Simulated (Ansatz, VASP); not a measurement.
# Two plane-wave programs on Ge

INCAR

```
  PREC = Accurate
  ENCUT = 520
  EDIFF = 1E-6
  ISMEAR = 0
  SIGMA = 0.1
  LREAL = F
  LASPH = T
  NELM = 60
  ALGO = Normal
  ISIF = 2
  LWAVE = F
  LCHARG = F
  LDIPOL = T
  IDIPOL = 3
  DIPOL = 0.5 0.5 0.387
  GGA = PE
  IVDW = 12
  NBANDS = 36
```

The input KPOINTS:

```
Automatic mesh
0
Gamma
  9 9 1
```

The input POSCAR:

```
Ge
1.0
    4.0226895355      0.0000000000      0.0000000000
   -2.0113447678      3.4837513293      0.0000000000
    0.0000000000      0.0000000000     18.8685220287
Ge
4
Direct
    0.3333333333      0.6666666667      0.2747571329
    0.6666666667      0.3333333333      0.2384924475
    0.8888888889      1.4444444444      0.5362646853
    1.2222222222      1.1111111111      0.5000000000
```

Input for Ansatz:

```yaml
crystal:
  lattice:
    - [4.0226895355, 0.0, 0.0]
    - [-2.0113447678, 3.4837513293, 0.0]
    - [0.0, 0.0, 18.8685220287]
  atoms:
    - { symbol: Ge, position: [0.3333333333, 0.6666666667, 0.2747571329] }
    - { symbol: Ge, position: [0.6666666667, 0.3333333333, 0.2384924475] }
    - { symbol: Ge, position: [0.8888888889, 1.4444444444, 0.5362646853] }
    - { symbol: Ge, position: [1.2222222222, 1.1111111111, 0.5] }
basis:
  ecutwfc: 420
kpoints:
  mp_grid: { grid: [9, 9, 1] }
hamiltonian:
  xc: pbe
  pseudopotentials: { kind: paw, azcp: { folder: soft_1 } }
  dispersion: d3bj
scf:
  occupations: { method: gaussian, width: 0.1 }
output:
  forces: true
  eigenvalues: true
efield:
  axis: 3
  dipole_correction: true
  ramp_width: 0.04
```

Alike in both runs: task single point; functional PBE; dispersion D3(BJ); k mesh 9 × 9 × 1; occupations gaussian, width 0.1 eV; no spin polarisation.

|  | VASP | Ansatz |
| --- | --- | --- |
| version | VASP 6.6.1 | Ansatz 0.2.0 |
| potentials or method | VASP PAW PBE potentials, release 64 (Ge_d), cutoff 520 eV | scalar-relativistic, plane waves, PAW |
| valence electrons in the cell | 56 | 56 |

|  | VASP | Ansatz | Ansatz less VASP |
| --- | --- | --- | --- |
| gap on the k mesh at the Fermi level (eV) | 0.28 | 0.28 | 0.000 |
| least direct gap on the mesh (eV) | 0.28 | 0.28 | 0.000 |
| rms of the force components (eV/Å) | 0.044 | 0.044 | +0.0003 |

Atom by atom the forces differ by 0.001 eV/Å (rms over components).
